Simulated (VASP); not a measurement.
Input of a VASP 6.6.1 run:

INCAR

```
PREC = Accurate
ENCUT = 520
EDIFF = 1E-6
ISMEAR = 0
SIGMA = 0.1
LREAL = False
LASPH = True
NELM = 100
ALGO = Normal
ISIF = 2
LWAVE = False
LCHARG = False
GGA = PS
NBANDS = 19
```

File KPOINTS:

```
regular mesh
0
Gamma
  16 16 16
```

File POSCAR:

```
Ti
1.0
    3.1139251620      0.0000000000      0.0000000000
    0.0000000000      3.1139251620      0.0000000000
    0.0000000000      0.0000000000      3.1139251620
Ti
2
Direct
    0.0000000000      0.0000000000      0.0000000000
    0.5000000000      0.5000000000      0.5000000000
```

Potentials or basis: VASP PAW PBE potentials, release 64 (Ti_sv).

The run is started by

```bash
$ cat potpaw_PBE.64/Ti_sv/POTCAR > POTCAR
$ mpirun -np 1 vasp_std > vasp.out
```

**Question.** Estimate the pressure.

**Answer.** 11.4 GPa.

**Question.** What does it give for the band gap on the k mesh?

**Answer.** Zero (bands 12 and 13 overlap by 1.75 eV).

Caveat: the cell differs from its parent crystal (equal strain along all axes, cell held: -3.0 %); the cell stands under pressure; the PAW data sets were made with another functional, which shifts forces and pressure a little.
